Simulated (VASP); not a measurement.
## Al2O3: single point with PBE

Al2O3:

```
Al O
1.0
     2.33177    1.34625    4.37368
    -2.33177    1.34625    4.37368
     0.00000   -2.69250    4.37368
Al O
4 6
Direct
  0.85081 0.85081 0.85081
  0.35081 0.35081 0.35081
  0.14919 0.14919 0.14919
  0.64919 0.64919 0.64919
  0.44236 0.05764 0.75000
  0.05764 0.75000 0.44236
  0.55764 0.94236 0.25000
  0.25000 0.55764 0.94236
  0.94236 0.25000 0.55764
  0.75000 0.44236 0.05764
```

This cell differs from its parent crystal: epitaxial xy strain -2.0%.

```
Program                : VASP 6.6.1
Task                   : single point
Functional             : PBE
Potentials or basis    : VASP PAW PBE potentials, release 64 (Al, O)
Cutoff                 : 520 eV
k mesh                 : 6 × 6 × 6
Occupations            : fermi-dirac, width 0.02 eV
Spin                   : no spin polarisation
Dipole correction      : no
Further INCAR settings : ALGO = Normal; EDIFF = 1e-07; NBANDS = 35
```

```json
{"Pressure": "16.2 GPa", "Largest force": "0.022 eV/Å", "Band gap on the k mesh": "6.61 eV, direct"}
```

Forces on the atoms (eV/Å):
```
Al   0.000  0.000  0.022
Al   0.000  0.000  0.022
Al   0.000  0.000 -0.022
Al   0.000  0.000 -0.022
O   -0.018  0.000  0.000
O    0.009  0.015  0.000
O    0.018  0.000  0.000
O   -0.009  0.015  0.000
O   -0.009 -0.015  0.000
O    0.009 -0.015  0.000
```

Stress tensor (GPa, compression positive):
```
20.49  0.00  0.00
 0.00 20.49  0.00
 0.00  0.00  7.68
```

Levels at points of the mesh, in eV from the valence-band top:
```tsv
k point	band 21	band 22	band 23	band 24	band 25	band 26	band 27	band 28
(0.00, 0.00, 0.00)	-0.52	-0.24	0.00	0.00	6.61	9.60	11.05	11.37
(0.50, 0.00, 0.00)	-0.99	-0.99	-0.39	-0.39	9.75	9.75	9.87	9.87
(0.50, 0.50, 0.00)	-1.07	-0.95	-0.94	-0.35	9.89	10.03	10.32	10.70
(0.50, 0.50, 0.50)	-0.34	-0.34	-0.34	-0.34	9.13	9.13	11.34	11.34
```

Run time: 110 s on 1 thread of Intel Xeon 6975P-C, on a shared host, peak memory 0.26 GiB.

Caveat: the cell differs from its parent crystal (epitaxial xy strain -2.0%). A k mesh can miss the band edges.
